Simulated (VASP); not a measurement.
# Ga4SbP3 (P-43m) in VASP: notebook

Runs on Ga4SbP3. Level: PBEsol. Tasks: single point, relaxation of cell and atoms.

Everything below comes from runs of VASP 6.6.1. Logs are shortened: lines on timing, memory, paths and dates and some standing lists are left out, and cuts for length are marked.

## Step 1: The cell of the first run

It takes space group P-43m (No. 215, cubic). The conventional cell has a = 5.607 Å, b = 5.607 Å, c = 5.607 Å, α = 90.00°, β = 90.00°, γ = 90.00°. Within 3.2 Å of Ga (site symmetry 3m) lie 3 P at 2.39 Å and 1 Sb at 2.55 Å. Within 3.4 Å of Sb (site symmetry -43m) lie 4 Ga at 2.55 Å. Within 3.2 Å of P (site symmetry -42m) lie 4 Ga at 2.39 Å.

## Step 2: Single point, PBEsol

The input, INCAR:

```
PREC     = Accurate       # precision mode
ENCUT    = 520            # plane-wave cutoff, eV
EDIFF    = 1E-6           # SCF threshold, eV
ISMEAR   = 0              # smearing method
SIGMA    = 0.01           # smearing width, eV
LREAL    = Auto         
LASPH    = T              # aspherical terms in the spheres
NELM     = 100            # most SCF steps
ALGO     = Normal         # electronic algorithm
ISIF     = 2              # what is computed and relaxed
LWAVE    = F              # write WAVECAR
LCHARG   = F              # write CHGCAR
GGA      = PS             # functional
NBANDS   = 86             # bands
```

The input, KPOINTS:

```
regular mesh
0
Gamma
  4 4 4
```

The input, POSCAR:

```
Ga4SbP3
1.0
    0.0000000000      5.6073345984      5.6073345984
    5.6073345984      0.0000000000      5.6073345984
    5.6073345984      5.6073345984      0.0000000000
Ga Sb P
8 2 6
Direct
   -0.0062401310     -0.0062401310     -0.0062401310
   -0.0062401310     -0.0062401310      0.5187203930
   -0.0062401310      0.5187203930     -0.0062401310
    0.0187203930      0.4937598690      0.4937598690
    0.5187203930     -0.0062401310     -0.0062401310
    0.4937598690      0.0187203930      0.4937598690
    0.4937598690      0.4937598690      0.0187203930
    0.4937598690      0.4937598690      0.4937598690
    0.1250000000      0.1250000000      0.1250000000
    0.6250000000      0.6250000000      0.6250000000
    0.1250000000      0.1250000000      0.6250000000
    0.1250000000      0.6250000000      0.1250000000
    0.1250000000      0.6250000000      0.6250000000
    0.6250000000      0.1250000000      0.1250000000
    0.6250000000      0.1250000000      0.6250000000
    0.6250000000      0.6250000000      0.1250000000
```

Potentials or basis: VASP PAW PBE potentials, release 64 (Ga_d, Sb, P).

Run with:

```
$ cat potpaw_PBE.64/Ga_d/POTCAR potpaw_PBE.64/Sb/POTCAR potpaw_PBE.64/P/POTCAR > POTCAR
$ mpirun -np 1 vasp_std > vasp.out
```

OUTCAR:

```text
PREC = Accurate
   ENCUT = 520
   EDIFF = 1E-6
   ISMEAR = 0
   LREAL = Auto
   LASPH = T
   NELM = 100
   ISIF = 2
   GGA = PS

 ion  position               nearest neighbor table
   1  0.994  0.994  0.994-  11 2.39  12 2.39  14 2.39   9 2.55
   2  0.994  0.994  0.519-  11 2.39  13 2.39  15 2.39   9 2.55
   3  0.994  0.519  0.994-  12 2.39  13 2.39  16 2.39   9 2.55
   4  0.019  0.494  0.494-  13 2.39  12 2.39  11 2.39  10 2.55
   5  0.519  0.994  0.994-  14 2.39  15 2.39  16 2.39   9 2.55
   6  0.494  0.019  0.494-  15 2.39  14 2.39  11 2.39  10 2.55
[... 8 lines left out ...]
  15  0.625  0.125  0.625-   6 2.39   8 2.39   2 2.39   5 2.39
  16  0.625  0.625  0.125-   7 2.39   8 2.39   3 2.39   5 2.39

  LATTYP: Found a face centered cubic cell.
 ALAT       =    11.2146691968

  Lattice vectors:

 A1 = (   0.0000000000,   5.6073345984,   5.6073345984)
 A2 = (   5.6073345984,   0.0000000000,   5.6073345984)
 A3 = (   5.6073345984,   5.6073345984,   0.0000000000)

Analysis of symmetry for initial positions (statically):
=====================================================================
 Subroutine PRICEL returns following result:

  LATTYP: Found a simple cubic cell.
 ALAT       =     5.6073345984

  Lattice vectors:

 A1 = (  -5.6073345984,   0.0000000000,   0.0000000000)
 A2 = (   0.0000000000,   0.0000000000,   5.6073345984)
 A3 = (   0.0000000000,   5.6073345984,   0.0000000000)

   2 primitive cells build up your supercell.

 Routine SETGRP: Setting up the symmetry group for a
 face centered cubic supercell.

 Subroutine GETGRP returns: Found 24 space group operations
 (whereof  6 operations were pure point group operations)
 out of a pool of 48 trial point group operations.

The static configuration has the point symmetry C_3v.
 The point group associated with its full space group is T_d .

Analysis of symmetry for dynamics (positions and initial velocities):
=====================================================================
 Subroutine PRICEL returns following result:

  LATTYP: Found a simple cubic cell.
 ALAT       =     5.6073345984

  Lattice vectors:

 A1 = (  -5.6073345984,   0.0000000000,   0.0000000000)
 A2 = (   0.0000000000,   0.0000000000,   5.6073345984)
 A3 = (   0.0000000000,   5.6073345984,   0.0000000000)

   2 primitive cells build up your supercell.

 Routine SETGRP: Setting up the symmetry group for a
 face centered cubic supercell.

 Subroutine GETGRP returns: Found 24 space group operations
 (whereof  6 operations were pure point group operations)
 out of a pool of 48 trial point group operations.

The dynamic configuration has the point symmetry C_3v.
 The point group associated with its full space group is T_d .

 Subroutine INISYM returns: Found 24 space group operations
 (whereof  6 operations are pure point group operations),
 and found     2 'primitive' translations

----------------------------------------------------------------------------------------

                                     Primitive cell

  volume of cell :     176.3069

  direct lattice vectors                    reciprocal lattice vectors
    -5.607334598  0.000000000  0.000000000    -0.178337851  0.000000000  0.000000000
     0.000000000  0.000000000  5.607334598     0.000000000  0.000000000  0.178337851
     0.000000000  5.607334598  0.000000000     0.000000000  0.178337851  0.000000000

  length of vectors
     5.607334598  5.607334598  5.607334598     0.178337851  0.178337851  0.178337851

  position of ions in fractional coordinates (direct lattice)
     0.012480262  0.987519738  0.987519738
     0.487519738  0.987519738  0.512480262
     0.487519738  0.512480262  0.987519738
     0.012480262  0.512480262  0.512480262
     0.750000000  0.250000000  0.250000000
     0.250000000  0.250000000  0.750000000
     0.250000000  0.750000000  0.250000000
     0.750000000  0.750000000  0.750000000

  ion indices of the primitive-cell ions
   primitive index   ion index
                 1           1
                 2           2
                 3           3
                 4           5
                 5           9
                 6          11
                 7          12
                 8          14

----------------------------------------------------------------------------------------

 KPOINTS: regular mesh

Automatic generation of k-mesh.
 Grid dimensions read from file:
 generate k-points for:    4    4    4

 Generating k-lattice:

  Cartesian coordinates                     Fractional coordinates (reciprocal lattice)
    -0.022292231  0.022292231  0.022292231     0.250000000  0.000000000  0.000000000
     0.022292231 -0.022292231  0.022292231     0.000000000  0.250000000  0.000000000
     0.022292231  0.022292231 -0.022292231     0.000000000  0.000000000  0.250000000

  Length of vectors
     0.038611277  0.038611277  0.038611277

  Shift w.r.t. Gamma in fractional coordinates (k-lattice)
     0.000000000  0.000000000  0.000000000

 Subroutine IBZKPT returns following result:
 ===========================================

 Found      8 irreducible k-points:

 Following reciprocal coordinates:
            Coordinates               Weight
  0.000000  0.000000  0.000000      1.000000
  0.250000  0.000000  0.000000      8.000000
  0.500000  0.000000  0.000000      4.000000
  0.250000  0.250000  0.000000      6.000000
  0.500000  0.250000  0.000000     24.000000
 -0.250000  0.250000  0.000000     12.000000
  0.500000  0.500000  0.000000      3.000000
 -0.250000  0.500000  0.250000      6.000000
   k-points           NKPTS =      8   k-points in BZ     NKDIM =      8   number of bands    NBANDS=     86
   number of dos      NEDOS =    301   number of ions     NIONS =     16
   total plane-waves  NPLWV = 216000
   dimension x,y,z NGX =    60 NGY =   60 NGZ =   60
   dimension x,y,z NGXF=   120 NGYF=  120 NGZF=  120
   ions per type =               8   2   6
   NGX,Y,Z   is equivalent  to a cutoff of  12.58, 12.58, 12.58 a.u.
   NGXF,Y,Z  is equivalent  to a cutoff of  25.16, 25.16, 25.16 a.u.
 SYSTEM =  unknown system
   PREC   = accura    normal or accurate (medium, high low for compatibility)
   ISTART =      0    job   : 0-new  1-cont  2-samecut
   ICHARG =      2    charge: 1-file 2-atom 10-const
   ISPIN  =      1    spin polarized calculation?
   LNONCOLLINEAR =      F non collinear calculations
   LSORBIT =      F    spin-orbit coupling
   LASPH  =      T    aspherical Exc in radial PAW
   ENCUT  =  520.0 eV  38.22 Ry    6.18 a.u.  14.74 14.74 14.74*2*pi/ulx,y,z
   NELM   =    100;   NELMIN=  2; NELMDL= -5     # of ELM steps
   EDIFF  = 0.1E-05   stopping-criterion for ELM
   LREAL  =      T    real-space projection
   EDIFFG = 0.1E-04   stopping-criterion for IOM
   NSW    =      0    number of steps for IOM
   IBRION =     -1    ionic relax: 0-MD 1-quasi-New 2-CG
   NFREE  =      0    steps in history (QN), initial steepest desc. (CG)
   ISIF   =      2    stress and relaxation
   ISYM   =      2    0-nonsym 1-usesym 2-fastsym
   POTIM  = 0.5000    time-step for ionic-motion
   TEBEG  =    0.0;   TEEND  =   0.0 temperature during run
   PSTRESS=    0.0 pullay stress
   NELECT =     144.0000    total number of electrons
   NUPDOWN=      -1.0000    fix difference up-down
   EMIN   =  10.00;   EMAX   =-10.00  energy-range for DOS
   EFERMI =   0.00;   METHOD = LEGACY
   ISMEAR =     0;   SIGMA  =   0.01  broadening in eV -4-tet -1-fermi 0-gaus
   EFERMI_NEDOS =   21; number of points for ismear=-14 and -15
   IALGO  =     38    algorithm
   IMIX   =      4    mixing-type and parameters
     AMIX     =   0.40;   BMIX     =  1.00
     AMIX_MAG =   1.60;   BMIX_MAG =  1.00
  volume/ion in A,a.u.               =      22.04       148.72
  Fermi-wavevector in a.u.,A,eV,Ry     =   1.214589  2.295240 20.071660  1.475225
  Thomas-Fermi vector in A             =   2.350003
   LORBIT       =      0    0 simple, 1 ext, 2 COOP (PROOUT), +10 PAW based schemes
   GGA     = PS    functional components
   LHFCALC =     F    Hartree Fock is set to
   AEXX    =    0.0000 exact exchange contribution
   IVDW    =     0    specifies the selected vdW correction
   LEPSILON=     F    determine dielectric tensor
   LRPA    =     F    only Hartree local field effects (RPA)
 non-spin polarized calculation
 Gauss-broadening in eV      SIGMA  =   0.01
  energy-cutoff  :      520.00
  volume of cell :      352.61
 maximum number of plane-waves:      9558
 NGX is ok and might be reduce to    60
   NGX = 29   NGY = 29   NGZ = 29

 number of electron     144.0000004 magnetization

 Free energy of the ion-electron system (eV)
  ---------------------------------------------------
  ext. energy  EPLUGINS =         0.00000000
  ---------------------------------------------------
  free energy    TOTEN  =       -74.86406603 eV

  energy without entropy =      -74.86406603  energy(sigma->0) =      -74.86406603

 E-fermi :   4.9263     XC(G=0):  -9.8568

 val. band max:        4.8391827081   @ k =   0.0000   0.0000   0.0000
 cond. band min:       5.1805713603   @ k =   0.0000   0.0000   0.0000
 fundamental gap:      0.3413886522
 Fermi energy:         4.9262737567

 k-point     1 :       0.0000    0.0000    0.0000
  band No.  band energies     occupation
      1     -10.0759      2.00000
      2     -10.0759      2.00000
      3     -10.0720      2.00000
      4     -10.0485      2.00000
      5     -10.0485      2.00000
      6     -10.0485      2.00000
[... 76 lines left out ...]
     83       6.7093      0.00000
     84       8.3399      0.00000

 k-point     2 :       0.2500    0.0000    0.0000
  band No.  band energies     occupation
      1     -10.0700      2.00000
      2     -10.0700      2.00000
      3     -10.0647      2.00000
      4     -10.0498      2.00000
      5     -10.0498      2.00000
      6     -10.0451      2.00000
[... 511 lines left out ...]
     83       9.1559      0.00000
     84       9.5487      0.00000

 k-point     8 :      -0.2500    0.5000    0.2500
  band No.  band energies     occupation
      1     -10.0580      2.00000
      2     -10.0580      2.00000
      3     -10.0505      2.00000
      4     -10.0505      2.00000
      5     -10.0421      2.00000
      6     -10.0421      2.00000
[... 76 lines left out ...]
     83       8.7323      0.00000
     84       8.7323      0.00000
 [bands above 84 left out]

------------------------ aborting loop because EDIFF is reached ----------------------------------------

  FORCE on cell =-STRESS in cart. coord.  units (eV):
  Direction    XX          YY          ZZ          XY          YZ          ZX
  --------------------------------------------------------------------------------------
  -------------------------------------------------------------------------------------
  Total        0.0803929      0.0803929      0.0803929      0.0000000     -0.0000000      0.0000000
  in kB        0.3652826      0.3652826      0.3652826      0.0000000     -0.0000000      0.0000000
  external PRESSURE =       0.3652826 kB  Pullay stress =       0.0000000 kB

 VOLUME and BASIS-vectors are now :
 -----------------------------------------------------------------------------
  energy-cutoff  :      520.00
  volume of cell :      352.61
      direct lattice vectors                 reciprocal lattice vectors
     0.000000000  5.607334598  5.607334598    -0.089168925  0.089168925  0.089168925
     5.607334598  0.000000000  5.607334598     0.089168925 -0.089168925  0.089168925
     5.607334598  5.607334598  0.000000000     0.089168925  0.089168925 -0.089168925

 POSITION                                       TOTAL-FORCE (eV/Angst)
 -----------------------------------------------------------------------------------
     11.14469     11.14469     11.14469        -0.008058     -0.008058     -0.008058
      8.48098      8.48098     11.14469         0.008058      0.008058     -0.008058
      8.48098     11.14469      8.48098         0.008058     -0.008058      0.008058
      5.53735      2.87365      2.87365        -0.008058      0.008058      0.008058
     11.14469      8.48098      8.48098        -0.008058      0.008058      0.008058
      2.87365      5.53735      2.87365         0.008058     -0.008058      0.008058
[... 8 lines left out ...]
      4.20550      7.00917      4.20550         0.000000      0.000000      0.000000
      4.20550      4.20550      7.00917         0.000000      0.000000      0.000000
 -----------------------------------------------------------------------------------
    total drift:                                0.000024      0.000024      0.000022

  FREE ENERGIE OF THE ION-ELECTRON SYSTEM (eV)
  ---------------------------------------------------
  free  energy   TOTEN  =       -74.8640660307 eV

  energy  without entropy=      -74.8640660307  energy(sigma->0) =      -74.86406603
```

Wall time 19 min (1 thread of AMD EPYC 7R43 (Zen 3), shared host); peak memory 0.51 GiB.

Results:

* Free energy: -74.8641 eV
* Pressure: 0.0 GPa
* Largest force: 0.014 eV/Å
* Band gap on the k mesh: 0.34 eV

Forces in eV/Å, atoms in the order of the input:
```
Ga  -0.008 -0.008 -0.008
Ga   0.008  0.008 -0.008
Ga   0.008 -0.008  0.008
Ga  -0.008  0.008  0.008
Ga  -0.008  0.008  0.008
Ga   0.008 -0.008  0.008
Ga   0.008  0.008 -0.008
Ga  -0.008 -0.008 -0.008
Sb   0.000  0.000  0.000
Sb   0.000  0.000  0.000
P    0.000  0.000  0.000
P    0.000  0.000  0.000
P    0.000  0.000  0.000
P    0.000  0.000  0.000
P    0.000  0.000  0.000
P    0.000  0.000  0.000
```

Levels at points of the mesh, in eV from the valence-band top:
```
           k point  band 68  band 69  band 70  band 71  band 72  band 73  band 74  band 75  band 76  band 77
(0.00, 0.00, 0.00)    -0.62    -0.62     0.00     0.00     0.00     0.34     0.87     0.87     0.87     1.32
(0.50, 0.00, 0.00)    -2.19    -0.63    -0.63    -0.63    -0.63     1.23     1.23     2.01     2.01     2.01
(0.50, 0.50, 0.00)    -1.53    -1.41    -1.41    -0.94    -0.94     1.51     1.83     2.28     2.28     2.78
```

Caveat: the PAW data sets were made with another functional, which shifts forces and pressure a little; spin-orbit coupling is left out, which moves the levels of the heavy elements.

(Part 1 of 3 ends here.)
